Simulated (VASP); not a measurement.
# CdSe (F-43m) in VASP: further runs

Aim: see how the results for CdSe move with the level of theory and the settings. Levels: PBE+D4, PBE+D3(BJ). Tasks: single point.

All numbers are computed with VASP 6.6.1; they aren't measurements. Logs are shortened: lines on timing, memory, paths and dates and some standing lists are left out, and cuts for length are marked.

**1. The cell of the first run**

Symmetry: F-43m, No. 216, cubic system. Conventional cell: a = 6.099 Å, b = 6.099 Å, c = 6.099 Å, α = 90.00°, β = 90.00°, γ = 90.00°. Cd (site symmetry -43m) has 4 Se at 2.64 Å within 3.5 Å. Within 3.5 Å of Se (site symmetry -43m) lie 4 Cd at 2.64 Å.

**2. Single point, PBE+D4, collinear spin (28.36 Å³/atom)**

The input, INCAR:

```
PREC = Accurate
ENCUT = 520
EDIFF = 1E-6
ISMEAR = -1
SIGMA = 0.05
LREAL = False
LASPH = True
NELM = 150
ALGO = Normal
ISIF = 2
LWAVE = False
LCHARG = False
ISPIN = 2
MAGMOM = 1 0
LORBIT = 11
NUPDOWN = 1.0
GGA = PE
IVDW = 13
NBANDS = 20
```

The input, KPOINTS:

```
Automatic mesh
0
Gamma
  8 8 8
```

The input, POSCAR:

```
CdSe
1.0
    0.0000000000      3.0496647307      3.0496647307
    3.0496647307      0.0000000000      3.0496647307
    3.0496647307      3.0496647307      0.0000000000
Cd Se
1 1
Direct
    0.0000000000      0.0000000000      0.0000000000
    0.2500000000      0.2500000000      0.2500000000
```

Potentials or basis: VASP PAW PBE potentials, release 64 (Cd, Se).

Started as:

```sh
> cat potpaw_PBE.64/Cd/POTCAR potpaw_PBE.64/Se/POTCAR > POTCAR
> mpirun -np 1 vasp_std > vasp.out
```

OUTCAR:

```text
PREC = Accurate
   ENCUT = 520
   EDIFF = 1E-6
   ISMEAR = -1
   LREAL = False
   LASPH = True
   NELM = 150
   ISIF = 2
   ISPIN = 2
   LORBIT = 11
   NUPDOWN = 1.0
   GGA = PE
   IVDW = 13

 ion  position               nearest neighbor table
   1  0.000  0.000  0.000-   2 2.64   2 2.64   2 2.64   2 2.64
   2  0.250  0.250  0.250-   1 2.64   1 2.64   1 2.64   1 2.64

  LATTYP: Found a face centered cubic cell.
 ALAT       =     6.0993294614

  Lattice vectors:

 A1 = (   0.0000000000,   3.0496647307,   3.0496647307)
 A2 = (   3.0496647307,   0.0000000000,   3.0496647307)
 A3 = (   3.0496647307,   3.0496647307,   0.0000000000)

Analysis of symmetry for initial positions (statically):
=====================================================================
 Subroutine PRICEL returns:
 Original cell was already a primitive cell.

 Routine SETGRP: Setting up the symmetry group for a
 face centered cubic supercell.

 Subroutine GETGRP returns: Found 24 space group operations
 (whereof 24 operations were pure point group operations)
 out of a pool of 48 trial point group operations.

The static configuration has the point symmetry T_d .

Analysis of symmetry for dynamics (positions and initial velocities):
=====================================================================
 Subroutine PRICEL returns:
 Original cell was already a primitive cell.

 Routine SETGRP: Setting up the symmetry group for a
 face centered cubic supercell.

 Subroutine GETGRP returns: Found 24 space group operations
 (whereof 24 operations were pure point group operations)
 out of a pool of 48 trial point group operations.

The dynamic configuration has the point symmetry T_d .

Analysis of structural, dynamic, and magnetic symmetry:
=====================================================================
 Subroutine PRICEL returns:
 Original cell was already a primitive cell.

 Routine SETGRP: Setting up the symmetry group for a
 face centered cubic supercell.

 Subroutine GETGRP returns: Found 24 space group operations
 (whereof 24 operations were pure point group operations)
 out of a pool of 48 trial point group operations.

The overall configuration has the point symmetry T_d .

 Subroutine INISYM returns: Found 24 space group operations
 (whereof 24 operations are pure point group operations),
 and found     1 'primitive' translations

----------------------------------------------------------------------------------------

                                     Primitive cell

  volume of cell :      56.7265

  direct lattice vectors                    reciprocal lattice vectors
     0.000000000  3.049664731  3.049664731    -0.163952449  0.163952449  0.163952449
     3.049664731  0.000000000  3.049664731     0.163952449 -0.163952449  0.163952449
     3.049664731  3.049664731  0.000000000     0.163952449  0.163952449 -0.163952449

  length of vectors
     4.312877223  4.312877223  4.312877223     0.283973971  0.283973971  0.283973971

  position of ions in fractional coordinates (direct lattice)
     0.000000000  0.000000000  0.000000000
     0.250000000  0.250000000  0.250000000

  ion indices of the primitive-cell ions
   primitive index   ion index
                 1           1
                 2           2

----------------------------------------------------------------------------------------

 KPOINTS: Automatic mesh

Automatic generation of k-mesh.
 Grid dimensions read from file:
 generate k-points for:    8    8    8

 Generating k-lattice:

  Cartesian coordinates                     Fractional coordinates (reciprocal lattice)
    -0.020494056  0.020494056  0.020494056     0.125000000  0.000000000  0.000000000
     0.020494056 -0.020494056  0.020494056     0.000000000  0.125000000  0.000000000
     0.020494056  0.020494056 -0.020494056     0.000000000  0.000000000  0.125000000

  Length of vectors
     0.035496746  0.035496746  0.035496746

  Shift w.r.t. Gamma in fractional coordinates (k-lattice)
     0.000000000  0.000000000  0.000000000

 Subroutine IBZKPT returns following result:
 ===========================================

 Found     29 irreducible k-points:

 Following reciprocal coordinates:
            Coordinates               Weight
  0.000000  0.000000  0.000000      1.000000
  0.125000  0.000000  0.000000      8.000000
  0.250000  0.000000  0.000000      8.000000
  0.375000  0.000000  0.000000      8.000000
  0.500000  0.000000  0.000000      4.000000
  0.125000  0.125000  0.000000      6.000000
[... 16 lines left out ...]
  0.500000  0.250000  0.125000     48.000000
 -0.375000  0.250000  0.125000     24.000000
 [... further k-points ...]
   k-points           NKPTS =     29   k-points in BZ     NKDIM =     29   number of bands    NBANDS=     20
   number of dos      NEDOS =    301   number of ions     NIONS =      2
   total plane-waves  NPLWV =  32768
   dimension x,y,z NGX =    32 NGY =   32 NGZ =   32
   dimension x,y,z NGXF=    64 NGYF=   64 NGZF=   64
   ions per type =               1   1
   NGX,Y,Z   is equivalent  to a cutoff of  12.33, 12.33, 12.33 a.u.
   NGXF,Y,Z  is equivalent  to a cutoff of  24.67, 24.67, 24.67 a.u.
 SYSTEM =  unknown system
   PREC   = accura    normal or accurate (medium, high low for compatibility)
   ISTART =      0    job   : 0-new  1-cont  2-samecut
   ICHARG =      2    charge: 1-file 2-atom 10-const
   ISPIN  =      2    spin polarized calculation?
   LNONCOLLINEAR =      F non collinear calculations
   LSORBIT =      F    spin-orbit coupling
   LASPH  =      T    aspherical Exc in radial PAW
   ENCUT  =  520.0 eV  38.22 Ry    6.18 a.u.   8.02  8.02  8.02*2*pi/ulx,y,z
   NELM   =    150;   NELMIN=  2; NELMDL= -5     # of ELM steps
   EDIFF  = 0.1E-05   stopping-criterion for ELM
   LREAL  =      F    real-space projection
   EDIFFG = 0.1E-04   stopping-criterion for IOM
   NSW    =      0    number of steps for IOM
   IBRION =     -1    ionic relax: 0-MD 1-quasi-New 2-CG
   NFREE  =      0    steps in history (QN), initial steepest desc. (CG)
   ISIF   =      2    stress and relaxation
   ISYM   =      2    0-nonsym 1-usesym 2-fastsym
   POTIM  = 0.5000    time-step for ionic-motion
   TEBEG  =    0.0;   TEEND  =   0.0 temperature during run
   PSTRESS=    0.0 pullay stress
   NELECT =      18.0000    total number of electrons
   NUPDOWN=       1.0000    fix difference up-down
   EMIN   =  10.00;   EMAX   =-10.00  energy-range for DOS
   EFERMI =   0.00;   METHOD = LEGACY
   ISMEAR =    -1;   SIGMA  =   0.05  broadening in eV -4-tet -1-fermi 0-gaus
   EFERMI_NEDOS =   21; number of points for ismear=-14 and -15
   IALGO  =     38    algorithm
   IMIX   =      4    mixing-type and parameters
     AMIX     =   0.40;   BMIX     =  1.00
     AMIX_MAG =   1.60;   BMIX_MAG =  1.00
  volume/ion in A,a.u.               =      28.36       191.40
  Fermi-wavevector in a.u.,A,eV,Ry     =   1.116615  2.110097 16.964148  1.246830
  Thomas-Fermi vector in A             =   2.253231
   LORBIT       =     11    0 simple, 1 ext, 2 COOP (PROOUT), +10 PAW based schemes
   GGA     = PE    functional components
   LHFCALC =     F    Hartree Fock is set to
   AEXX    =    0.0000 exact exchange contribution
   IVDW    =    13    specifies the selected vdW correction
   LEPSILON=     F    determine dielectric tensor
   LRPA    =     F    only Hartree local field effects (RPA)
 spin polarized calculation
  energy-cutoff  :      520.00
  volume of cell :       56.73
 maximum number of plane-waves:      1542
   NGX = 17   NGY = 17   NGZ = 17

 number of electron      18.0000005 magnetization       1.0000000

 Free energy of the ion-electron system (eV)
  ---------------------------------------------------
  ext. energy  EPLUGINS =         0.00000000
  ---------------------------------------------------
  free energy    TOTEN  =        -3.77765019 eV

  energy without entropy =       -3.76483512  energy(sigma->0) =       -3.77124266

 E-fermi :  -0.0417     XC(G=0):  -8.9584

 val. band max:        4.1279677752   @ k =   0.3750   0.2500   0.0000
 cond. band min:      -0.0224812493   @ k =   0.3750   0.1250   0.0000
 fundamental gap:     -4.1504490246
 Fermi energy:         4.1744950708

 spin component 1

 k-point     1 :       0.0000    0.0000    0.0000
  band No.  band energies     occupation
      1     -12.2344      1.00000
      2      -7.1162      1.00000
      3      -7.1162      1.00000
      4      -7.1162      1.00000
      5      -6.7051      1.00000
      6      -6.7051      1.00000
[... 12 lines left out ...]
     19      12.6660      0.00000
     20      14.6315      0.00000

 k-point     2 :       0.1250    0.0000    0.0000
  band No.  band energies     occupation
      1     -12.1835      1.00000
      2      -7.0983      1.00000
      3      -7.0983      1.00000
      4      -7.0700      1.00000
      5      -6.7062      1.00000
      6      -6.7062      1.00000
[... 12 lines left out ...]
     19      13.9933      0.00000
     20      16.0109      0.00000

 k-point     3 :       0.2500    0.0000    0.0000
  band No.  band energies     occupation
      1     -12.0588      1.00000
      2      -7.0587      1.00000
      3      -7.0587      1.00000
      4      -6.9117      1.00000
      5      -6.7038      1.00000
      6      -6.7038      1.00000
[... 12 lines left out ...]
     19      16.0976      0.00000
     20      17.9169      0.00000

 k-point     4 :       0.3750    0.0000    0.0000
  band No.  band energies     occupation
      1     -11.9318      1.00000
      2      -7.0264      1.00000
      3      -7.0264      1.00000
      4      -6.6919      1.00000
      5      -6.6919      1.00000
      6      -6.6387      1.00000
[... 429 lines left out ...]
 k-point    23 :       0.5000    0.2500    0.1250
  band No.  band energies     occupation
      1     -11.8650      1.00000
      2      -6.9841      1.00000
      3      -6.9663      1.00000
      4      -6.7591      1.00000
      5      -6.6847      1.00000
      6      -6.5154      1.00000
[... 12 lines left out ...]
     19      16.1695      0.00000
     20      18.0583      0.00000

 k-point    24 :      -0.3750    0.2500    0.1250
  band No.  band energies     occupation
      1     -11.8231      1.00000
      2      -6.9772      1.00000
      3      -6.9535      1.00000
      4      -6.7293      1.00000
      5      -6.6908      1.00000
      6      -6.3755      1.00000
[... 12 lines left out ...]
     19      16.3618      0.00000
     20      18.1158      0.00000

 [... further k-points ...]

 spin component 2

 k-point     1 :       0.0000    0.0000    0.0000
  band No.  band energies     occupation
      1     -11.7536      1.00000
      2      -6.9902      1.00000
      3      -6.9902      1.00000
      4      -6.9902      1.00000
      5      -6.6189      1.00000
      6      -6.6189      1.00000
[... 12 lines left out ...]
     19      13.1125      0.00000
     20      15.2977      0.00000

 k-point     2 :       0.1250    0.0000    0.0000
  band No.  band energies     occupation
      1     -11.7032      1.00000
      2      -6.9735      1.00000
      3      -6.9735      1.00000
      4      -6.9417      1.00000
      5      -6.6198      1.00000
      6      -6.6198      1.00000
[... 12 lines left out ...]
     19      14.4250      0.00000
     20      16.6172      0.00000

 k-point     3 :       0.2500    0.0000    0.0000
  band No.  band energies     occupation
      1     -11.5800      1.00000
      2      -6.9369      1.00000
      3      -6.9369      1.00000
      4      -6.7792      1.00000
      5      -6.6170      1.00000
      6      -6.6170      1.00000
[... 12 lines left out ...]
     19      16.5298      0.00000
     20      18.3395      0.00000

 k-point     4 :       0.3750    0.0000    0.0000
  band No.  band energies     occupation
      1     -11.4554      1.00000
      2      -6.9075      1.00000
      3      -6.9075      1.00000
      4      -6.6050      1.00000
      5      -6.6050      1.00000
      6      -6.5096      1.00000
[... 429 lines left out ...]
 k-point    23 :       0.5000    0.2500    0.1250
  band No.  band energies     occupation
      1     -11.3900      1.00000
      2      -6.8672      1.00000
      3      -6.8510      1.00000
      4      -6.6627      1.00000
      5      -6.5978      1.00000
      6      -6.3915      1.00000
[... 12 lines left out ...]
     19      16.5878      0.00000
     20      18.4673      0.00000

 k-point    24 :      -0.3750    0.2500    0.1250
  band No.  band energies     occupation
      1     -11.3492      1.00000
      2      -6.8615      1.00000
      3      -6.8393      1.00000
      4      -6.6376      1.00000
      5      -6.6036      1.00000
      6      -6.2542      1.00000
[... 12 lines left out ...]
     19      16.7747      0.00000
     20      18.5985      0.00000

 [... further k-points ...]

------------------------ aborting loop because EDIFF is reached ----------------------------------------

  DFT-D4 for vdW energy calculation

  Edisp (eV):   -0.64081

  FORCE on cell =-STRESS in cart. coord.  units (eV):
  Direction    XX          YY          ZZ          XY          YZ          ZX
  --------------------------------------------------------------------------------------
  -------------------------------------------------------------------------------------
  Total       1.64540     1.64540     1.64540     0.00000    -0.00000    -0.00000
  in kB      46.47260    46.47260    46.47260     0.00000    -0.00000    -0.00000
  external pressure =       46.47 kB  Pullay stress =        0.00 kB

 VOLUME and BASIS-vectors are now :
 -----------------------------------------------------------------------------
  energy-cutoff  :      520.00
  volume of cell :       56.73
      direct lattice vectors                 reciprocal lattice vectors
     0.000000000  3.049664731  3.049664731    -0.163952449  0.163952449  0.163952449
     3.049664731  0.000000000  3.049664731     0.163952449 -0.163952449  0.163952449
     3.049664731  3.049664731  0.000000000     0.163952449  0.163952449 -0.163952449

 POSITION                                       TOTAL-FORCE (eV/Angst)
 -----------------------------------------------------------------------------------
      0.00000      0.00000      0.00000        -0.000000     -0.000000     -0.000000
      1.52483      1.52483      1.52483         0.000000      0.000000      0.000000
 -----------------------------------------------------------------------------------
    total drift:                               -0.000000     -0.000000     -0.000000

  FREE ENERGIE OF THE ION-ELECTRON SYSTEM (eV)
  ---------------------------------------------------
  free  energy   TOTEN  =        -4.4184570865 eV

  energy  without entropy=       -4.4056420251  energy(sigma->0) =       -4.41204956

 total charge

# of ion       s       p       d       tot
------------------------------------------
    1        0.518   0.298   9.518  10.333
    2        1.494   2.279   0.030   3.804
--------------------------------------------------
tot          2.012   2.577   9.548  14.137

 magnetization (x)

# of ion       s       p       d       tot
------------------------------------------
    1        0.086   0.042   0.038   0.166
    2        0.048   0.340   0.010   0.398
--------------------------------------------------
tot          0.134   0.382   0.048   0.564
```

It took 60 s on 1 thread of Intel Xeon 8259CL, shared host; peak memory 0.23 GiB.

What came out:

- Free energy: -4.4185 eV
- Pressure: 4.6 GPa
- Net moment: 1.00 μB per cell
- Site moments: Cd +0.17; Se +0.40 μB
- Valence electrons inside the program's atomic spheres: Cd 10.33; Se 3.80
- Dispersion energy per atom: -0.320 eV

Caveat: the cell stands under pressure; the total moment is fixed, so each spin has its own Fermi level.

**3. Single point, PBE+D3(BJ), collinear spin**

This run uses another cell than the first one, of 28.67 Å³/atom.

The input, INCAR:

```
SYSTEM = CdSe
PREC = Accurate
ENCUT = 520
EDIFF = 1E-7
ISMEAR = -5
SIGMA = 0.05
LREAL = .False.
LASPH = .True.
NELM = 150
ALGO = Normal
ISIF = 2
LWAVE = .False.
LCHARG = .True.
ISPIN = 2
MAGMOM = 0.29 0
LORBIT = 11
GGA = PE
IVDW = 12
LELF = .True.
LVHAR = .True.
NBANDS = 20
```

The input, KPOINTS:

```
regular mesh
0
Gamma
  8 8 8
  0 0 0
```

The input, POSCAR:

```
CdSe
1.0
    0.0000000000      3.0605606804      3.0605606804
    3.0605606804      0.0000000000      3.0605606804
    3.0605606804      3.0605606804      0.0000000000
Cd Se
1 1
Direct
    0.0000000000      0.0000000000      0.0000000000
    0.2500000000      0.2500000000      0.2500000000
```

Potentials or basis: VASP PAW PBE potentials, release 64 (Cd, Se).

Started as:

```sh
> cat potpaw_PBE.64/Cd/POTCAR potpaw_PBE.64/Se/POTCAR > POTCAR
> mpirun -np 1 vasp_std > vasp.out
```

Run time: 71 s. Hardware: 1 thread of Intel Xeon 8259CL, shared host; peak memory 0.24 GiB.

The run converged. Its results:

```
Free energy                                           : -6.1080 eV
Pressure                                              : 0.1 GPa
Band gap on the k mesh                                : 0.57 eV
Net moment                                            : 0.00 μB per cell
Valence electrons inside the program's atomic spheres : Cd 10.30; Se 3.85
Dispersion energy per atom                            : -0.312 eV
```

Levels at points of the mesh, in eV from the valence-band top:
Spin up:
| k point | band 5 | band 6 | band 7 | band 8 | band 9 | band 10 | band 11 | band 12 | band 13 | band 14 |
| --- | --- | --- | --- | --- | --- | --- | --- | --- | --- | --- |
| (0.00, 0.00, 0.00) | -7.52 | -7.52 | 0.00 | 0.00 | 0.00 | 0.57 | 5.93 | 5.93 | 5.93 | 9.71 |
| (0.50, 0.00, 0.00) | -7.50 | -7.24 | -4.28 | -0.72 | -0.72 | 2.37 | 6.44 | 6.44 | 7.37 | 10.00 |
| (0.50, 0.50, 0.00) | -7.46 | -7.17 | -3.99 | -1.79 | -1.79 | 3.17 | 3.74 | 9.03 | 10.10 | 10.10 |
Spin down:
| k point | band 6 | band 7 | band 8 | band 9 | band 10 | band 11 | band 12 | band 13 |
| --- | --- | --- | --- | --- | --- | --- | --- | --- |
| (0.00, 0.00, 0.00) | -7.52 | 0.00 | 0.00 | 0.00 | 0.57 | 5.93 | 5.93 | 5.93 |
| (0.50, 0.00, 0.00) | -7.24 | -4.28 | -0.72 | -0.72 | 2.37 | 6.44 | 6.44 | 7.37 |
| (0.50, 0.50, 0.00) | -7.17 | -3.99 | -1.79 | -1.79 | 3.17 | 3.74 | 9.03 | 10.10 |

Caveat: three body term missing.

**4. Single point, PBE+D4, collinear spin (28.94 Å³/atom)**

This run uses another cell than the first one, of 28.94 Å³/atom.

The input, INCAR:

```
  PREC = Accurate
  ENCUT = 520
  EDIFF = 1E-6
  ISMEAR = -1
  SIGMA = 0.05
  LREAL = F
  LASPH = T
  NELM = 150
  ALGO = Normal
  ISIF = 2
  LWAVE = F
  LCHARG = T
  ISPIN = 2
  MAGMOM = 1 0
  LORBIT = 11
  NUPDOWN = 1.0
  GGA = PE
  IVDW = 13
  LELF = T
  LVHAR = T
  NBANDS = 20
```

The input, KPOINTS:

```
regular mesh
0
Gamma
  8 8 8
```

The input, POSCAR:

```
CdSe
1.0
    0.0000000000      3.0702711986      3.0702711986
    3.0702711986      0.0000000000      3.0702711986
    3.0702711986      3.0702711986      0.0000000000
Cd Se
1 1
Direct
    0.0000000000      0.0000000000      0.0000000000
    0.2500000000      0.2500000000      0.2500000000
```

Started as:

```sh
> cat potpaw_PBE.64/Cd/POTCAR potpaw_PBE.64/Se/POTCAR > POTCAR
> mpirun -np 1 vasp_std > vasp.out
```

Wall time 56 s (1 thread of Intel Xeon 8259CL, shared host); peak memory 0.23 GiB.

It converged, with:

```yaml
Free_energy: -4.4484 eV
Pressure: 3.7 GPa
Net_moment: 1.00 μB per cell
Site_moments: Cd +0.17; Se +0.40 μB
Valence_electrons_inside_the_program's_atomic_spheres: Cd 10.32; Se 3.79
Dispersion_energy_per_atom: -0.313 eV
```

Caveat: the cell stands under pressure; the total moment is fixed, so each spin has its own Fermi level.

**5. Summary**

```csv
level,fixed moment (μB),cell,smearing,pressure (GPa),moment (μB)
PBE+D4,1.0,"a = 4.313 Å, angles 60.0°, 2 atoms",fermi-dirac 0.05 eV,4.6,1.00
PBE+D3(BJ),-,"a = 4.328 Å, angles 60.0°, 2 atoms",tetrahedron,0.1,0.00
PBE+D4,1.0,"a = 4.342 Å, angles 60.0°, 2 atoms",fermi-dirac 0.05 eV,3.7,1.00
```

Alike in all rows: task single point; potentials or basis VASP PAW PBE potentials, release 64 (Cd, Se); spin collinear; k mesh 8 × 8 × 8; cutoff (eV) 520.

Caveats: the cell stands under pressure (at least some runs); the total moment is fixed, so each spin has its own Fermi level (at least some runs); three body term missing (at least some runs).

Total energies depend on the potentials used, so only differences within one code and one set of settings carry meaning.
